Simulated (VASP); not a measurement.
# CdS (P3m1) in VASP: a series of runs, part 2 of 2

VASP 6.6.1.

## 3. Single point, HSE06

The input, POSCAR:

```
CdS
1.0
    4.2266229725      0.0000000000      0.0000000000
   -2.1133114863      3.6603628664      0.0000000000
    0.0000000000      0.0000000000      5.8372465945
Cd S
1 1
Direct
    0.0000000000      0.0000000000      0.4380403527
    0.6666666667      0.3333333333      0.4389596473
```

The input, INCAR.step1:

```
SYSTEM = CdS
ALGO = Normal
EDIFF = 1E-5
ENCUT = 520
GGA = PE
ISIF = 2
ISMEAR = -1
LASPH = .True.
LCHARG = .False.
LREAL = .False.
LWAVE = .True.
NBANDS = 16
NELM = 60
PREC = Accurate
SIGMA = 0.05
```

The input, INCAR.step2:

```
SYSTEM = CdS
ALGO = Normal
EDIFF = 1E-7
ENCUT = 520
GGA = PE
HFSCREEN = 0.2079
ISIF = 2
ISMEAR = -1
ISTART = 1
LASPH = .True.
LCHARG = .False.
LHFCALC = .True.
LREAL = .False.
LWAVE = .False.
NBANDS = 16
NELM = 60
PREC = Accurate
PRECFOCK = Normal
SIGMA = 0.05
```

The input, KPOINTS:

```
k-points
0
Gamma
  4 4 3
  0 0 0
```

Potentials or basis: VASP PAW PBE potentials, release 64 (Cd, S).

On the command line:

```bash
$ cat potpaw_PBE.64/Cd/POTCAR potpaw_PBE.64/S/POTCAR > POTCAR
$ cp INCAR.step1 INCAR
$ mpirun -np 1 vasp_std > vasp.out
$ cp INCAR.step2 INCAR
$ mpirun -np 1 vasp_std > vasp.out
```

OUTCAR:

```text
SYSTEM = CdS
   EDIFF = 1E-7
   ENCUT = 520
   GGA = PE
   HFSCREEN = 0.2079
   ISIF = 2
   ISMEAR = -1
   ISTART = 1
   LASPH = .True.
   LHFCALC = .True.
   LREAL = .False.
   NELM = 60
   PREC = Accurate
   PRECFOCK = Normal

 ion  position               nearest neighbor table
   1  0.000  0.000  0.438-   2 2.44   2 2.44   2 2.44
   2  0.667  0.333  0.439-   1 2.44   1 2.44   1 2.44

  LATTYP: Found a hexagonal cell.
 ALAT       =     4.2266229725
 C/A-ratio  =     1.3810663105

  Lattice vectors:

 A1 = (   4.2266229725,   0.0000000000,   0.0000000000)
 A2 = (  -2.1133114863,   3.6603628664,   0.0000000000)
 A3 = (   0.0000000000,   0.0000000000,   5.8372465945)

Analysis of symmetry for initial positions (statically):
=====================================================================
 Subroutine PRICEL returns:
 Original cell was already a primitive cell.

 Routine SETGRP: Setting up the symmetry group for a
 hexagonal supercell.

 Subroutine GETGRP returns: Found  6 space group operations
 (whereof  6 operations were pure point group operations)
 out of a pool of 24 trial point group operations.

The static configuration has the point symmetry C_3v.

Analysis of symmetry for dynamics (positions and initial velocities):
=====================================================================
 Subroutine PRICEL returns:
 Original cell was already a primitive cell.

 Routine SETGRP: Setting up the symmetry group for a
 hexagonal supercell.

 Subroutine GETGRP returns: Found  6 space group operations
 (whereof  6 operations were pure point group operations)
 out of a pool of 24 trial point group operations.

The dynamic configuration has the point symmetry C_3v.

 Subroutine INISYM returns: Found  6 space group operations
 (whereof  6 operations are pure point group operations),
 and found     1 'primitive' translations

----------------------------------------------------------------------------------------

                                     Primitive cell

  volume of cell :      90.3079

  direct lattice vectors                    reciprocal lattice vectors
     4.226622973  0.000000000  0.000000000     0.236595506  0.136598479  0.000000000
    -2.113311486  3.660362866  0.000000000     0.000000000  0.273196958  0.000000000
     0.000000000  0.000000000  5.837246594     0.000000000  0.000000000  0.171313647

  length of vectors
     4.226622973  4.226622973  5.837246594     0.273196958  0.273196958  0.171313647

  position of ions in fractional coordinates (direct lattice)
     0.000000000  0.000000000  0.438040353
     0.666666667  0.333333333  0.438959647

  ion indices of the primitive-cell ions
   primitive index   ion index
                 1           1
                 2           2

----------------------------------------------------------------------------------------

 KPOINTS: k-points

Automatic generation of k-mesh.
 Grid dimensions read from file:
[... 23 lines left out ...]
  0.250000  0.000000  0.000000      6.000000
  0.500000  0.000000  0.000000      3.000000
  0.250000  0.250000  0.000000      6.000000
  0.000000  0.000000  0.333333      2.000000
  0.250000  0.000000  0.333333      6.000000
  0.000000  0.250000  0.333333      6.000000
  0.500000  0.000000  0.333333      6.000000
  0.250000  0.250000  0.333333     12.000000
   k-points           NKPTS =      9   k-points in BZ     NKDIM =     48   number of bands    NBANDS=     16
   number of dos      NEDOS =    301   number of ions     NIONS =      2
   total plane-waves  NPLWV =  49152
   dimension x,y,z NGX =    32 NGY =   32 NGZ =   48
   dimension x,y,z NGXF=    64 NGYF=   64 NGZF=   96
   ions per type =               1   1
   NGX,Y,Z   is equivalent  to a cutoff of  12.59, 12.59, 13.67 a.u.
   NGXF,Y,Z  is equivalent  to a cutoff of  25.17, 25.17, 27.34 a.u.
 SYSTEM =  CdS
   PREC   = accura    normal or accurate (medium, high low for compatibility)
   ISTART =      1    job   : 0-new  1-cont  2-samecut
   ICHARG =      0    charge: 1-file 2-atom 10-const
   ISPIN  =      1    spin polarized calculation?
   LNONCOLLINEAR =      F non collinear calculations
   LSORBIT =      F    spin-orbit coupling
   LASPH  =      T    aspherical Exc in radial PAW
   ENCUT  =  520.0 eV  38.22 Ry    6.18 a.u.   7.86  7.86 10.85*2*pi/ulx,y,z
   NELM   =     60;   NELMIN=  2; NELMDL=  0     # of ELM steps
   EDIFF  = 0.1E-06   stopping-criterion for ELM
   LREAL  =      F    real-space projection
   EDIFFG = 0.1E-05   stopping-criterion for IOM
   NSW    =      0    number of steps for IOM
   IBRION =     -1    ionic relax: 0-MD 1-quasi-New 2-CG
   NFREE  =      0    steps in history (QN), initial steepest desc. (CG)
   ISIF   =      2    stress and relaxation
   ISYM   =      3    0-nonsym 1-usesym 2-fastsym
   POTIM  = 0.5000    time-step for ionic-motion
   TEBEG  =    0.0;   TEEND  =   0.0 temperature during run
   PSTRESS=    0.0 pullay stress
   NELECT =      18.0000    total number of electrons
   NUPDOWN=      -1.0000    fix difference up-down
   EMIN   =  10.00;   EMAX   =-10.00  energy-range for DOS
   EFERMI =   0.00;   METHOD = LEGACY
   ISMEAR =    -1;   SIGMA  =   0.05  broadening in eV -4-tet -1-fermi 0-gaus
   EFERMI_NEDOS =   21; number of points for ismear=-14 and -15
   IALGO  =     38    algorithm
   IMIX   =      1    mixing-type and parameters
     AMIX     =   0.40;   BMIX     =  1.00
     AMIX_MAG =   1.60;   BMIX_MAG =  1.00
  volume/ion in A,a.u.               =      45.15       304.71
  Fermi-wavevector in a.u.,A,eV,Ry     =   0.956292  1.807129 12.442447  0.914494
  Thomas-Fermi vector in A             =   2.085207
   LORBIT       =      0    0 simple, 1 ext, 2 COOP (PROOUT), +10 PAW based schemes
   GGA     = PE    functional components
   LHFCALC =     T    Hartree Fock is set to
   PRECFOCK=normal    Normal, Fast or Accurate (Low or Medium for compatibility)
   ENCUT4O =  -1.0   cutoff for four orbital integrals eV
   NKREDX  =     1    reduce k-point grid by
   NKREDY  =     1    reduce k-point grid by
   NKREDZ  =     1    reduce k-point grid by
   AEXX    =    0.2500 exact exchange contribution
   HFSCREEN=    0.2079 screening length (either q_TF or 0.3 A-1)
   HFSCREENC=   0.2079 screening length for correlation (either q_TF or 0.3 A-1)
   ENCUTFOCK=  -1.0 apply spherical cutoff to Coloumb kernel
   IVDW    =     0    specifies the selected vdW correction
   LEPSILON=     F    determine dielectric tensor
   LRPA    =     F    only Hartree local field effects (RPA)
 non-spin polarized calculation
  energy-cutoff  :      520.00
  volume of cell :       90.31
 maximum number of plane-waves:      2444
 NGX is ok and might be reduce to    32
  NGX = 24; NGY = 24; NGZ = 36

 number of electron      17.9999991 magnetization

 Free energy of the ion-electron system (eV)
  ---------------------------------------------------
  ext. energy  EPLUGINS =         0.00000000
  ---------------------------------------------------
  free energy    TOTEN  =        -7.06840469 eV

  energy without entropy =       -7.06840469  energy(sigma->0) =       -7.06840469

 E-fermi :  -1.4576     XC(G=0):  -5.1857

 val. band max:       -2.6201950956   @ k =   0.0000   0.0000   0.3333
 cond. band min:      -0.0680438264   @ k =   0.0000   0.0000   0.0000
 fundamental gap:      2.5521512692
 Fermi energy:        -1.4575669689

 k-point     1 :       0.0000    0.0000    0.0000
  band No.  band energies     occupation
      1     -15.5216      2.00000
      2     -11.4708      2.00000
      3     -11.4708      2.00000
      4     -10.9685      2.00000
      5     -10.9685      2.00000
      6     -10.7023      2.00000
[... 148 lines left out ...]
      3     -11.1350      2.00000
      4     -11.0706      2.00000
      5     -10.9991      2.00000
      6     -10.4020      2.00000
[... 8 lines left out ...]
     15       8.5200      0.00000
     16       9.7483      0.00000

------------------------ aborting loop because EDIFF is reached ----------------------------------------

  FORCE on cell =-STRESS in cart. coord.  units (eV):
  Direction    XX          YY          ZZ          XY          YZ          ZX
  --------------------------------------------------------------------------------------
  -------------------------------------------------------------------------------------
  Total        0.1582008      0.1582008      0.0092398     -0.0000000      0.0000000      0.0000000
  in kB        2.8066838      2.8066838      0.1639260     -0.0000000      0.0000000      0.0000000
  external PRESSURE =       1.9257645 kB  Pullay stress =       0.0000000 kB

 VOLUME and BASIS-vectors are now :
 -----------------------------------------------------------------------------
  energy-cutoff  :      520.00
  volume of cell :       90.31
      direct lattice vectors                 reciprocal lattice vectors
     4.226622973  0.000000000  0.000000000     0.236595506  0.136598479  0.000000000
    -2.113311486  3.660362866  0.000000000     0.000000000  0.273196958  0.000000000
     0.000000000  0.000000000  5.837246594     0.000000000  0.000000000  0.171313647

 POSITION                                       TOTAL-FORCE (eV/Angst)
 -----------------------------------------------------------------------------------
      0.00000      0.00000      2.55695         0.000000      0.000000      0.001109
      2.11331      1.22012      2.56232        -0.000000     -0.000000     -0.001109
 -----------------------------------------------------------------------------------
    total drift:                               -0.000015      0.000009      0.000267

  FREE ENERGIE OF THE ION-ELECTRON SYSTEM (eV)
  ---------------------------------------------------
  free  energy   TOTEN  =        -7.0684046864 eV

  energy  without entropy=       -7.0684046864  energy(sigma->0) =       -7.06840469
```

It took 5.9 min on 1 thread of Intel Xeon Platinum 8559C (Emerald Rapids), shared host; peak memory 0.32 GiB.

Results:

```
Free energy            : -7.0684 eV
Pressure               : 0.2 GPa
Band gap on the k mesh : 2.55 eV
```

Caveat: the k points lie up to 0.43 Å⁻¹ apart; the PAW data sets were made with another functional, which shifts forces and pressure a little; an odd mesh through Γ misses points on the zone boundary, where band edges can lie.
